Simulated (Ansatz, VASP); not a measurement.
# Two plane-wave programs on CoO

Contents of INCAR:

```
SYSTEM = CoO
PREC = Accurate ; ENCUT = 520
EDIFF = 1E-6 ; ISMEAR = 0
SIGMA = 0.1 ; LREAL = .FALSE.
LASPH = .TRUE. ; NELM = 150
ALGO = Normal ; ISIF = 2
LWAVE = .FALSE. ; LCHARG = .FALSE.
ISPIN = 2 ; MAGMOM = -2.3 2.3 0.18 -0.18
LORBIT = 11 ; LMAXMIX = 4
GGA = PS ; NBANDS = 27
```

Contents of KPOINTS:

```
Automatic mesh
0
G
  12 12 4
  0 0 0
```

File POSCAR:

```
CoO
1.0
    3.1976457435      0.0000000000      0.0000000000
   -1.5988228718      2.7692424462      0.0000000000
    0.0000000000      0.0000000000      5.2287097100
Co O
2 2
Direct
    0.0000000000      0.0000000000      0.0034741400
    0.3333333333      0.6666666667      0.5033624100
    0.0000000000      0.0000000000      0.3716088500
    0.3333333333      0.6666666667      0.8715556000
```

Input for Ansatz:

```yaml
crystal:
  lattice:
    - [3.1976457435, 0.0, 0.0]
    - [-1.5988228718, 2.7692424462, 0.0]
    - [0.0, 0.0, 5.22870971]
  atoms:
    - { symbol: Co, position: [0.0, 0.0, 0.00347414], spin: -2.3 }
    - { symbol: Co, position: [0.3333333333, 0.6666666667, 0.50336241], spin: 2.3 }
    - { symbol: O, position: [0.0, 0.0, 0.37160885], spin: 0.18 }
    - { symbol: O, position: [0.3333333333, 0.6666666667, 0.8715556], spin: -0.18 }
basis:
  ecutwfc: 420
kpoints:
  mp_grid: { grid: [12, 12, 4] }
hamiltonian:
  xc: pbesol
scf:
  occupations: { method: gaussian, width: 0.1 }
output:
  forces: true
  stress: true
  eigenvalues: true
  populations: true
magnetization:
  spin_polarized: true
```

Alike in both runs: task single point; functional PBEsol; k mesh 12 × 12 × 4; occupations gaussian, width 0.1 eV; collinear spin.

|  | VASP | Ansatz |
| --- | --- | --- |
| version | VASP 6.6.1 | Ansatz 0.2.0 |
| potentials or method | VASP PAW PBE potentials, release 64 (Co, O), cutoff 520 eV | scalar-relativistic, plane waves, PAW |
| valence electrons in the cell | 30 | 46 |

VASP gave:

* gap on the k mesh at the Fermi level (eV): none
* pressure (GPa): -10.0
* traceless stress, the component that is largest in VASP (GPa): 1.21
* rms of the force components (eV/Å): 0.063
* net moment per atom (μB): 0.00
* size of the moment on the site where the two differ most (μB): 2.24

Estimate Ansatz's values.

gap on the k mesh at the Fermi level (eV): none; pressure (GPa): -9.8; traceless stress, the component that is largest in VASP (GPa): 1.27; rms of the force components (eV/Å): 0.066; net moment per atom (μB): 0.00; size of the moment on the site where the two differ most (μB): 2.09.

VASP's potentials were made for PBE, not for PBEsol. Site moments also hang on the region over which each program counts them. Atom by atom the forces differ by 0.003 eV/Å (rms over components). A gap of «none» marks a metal or a gap that the smearing closes. VASP's potentials hold 30 valence electrons a cell and Ansatz's 46, so a difference there can come from the potentials and not from the codes.
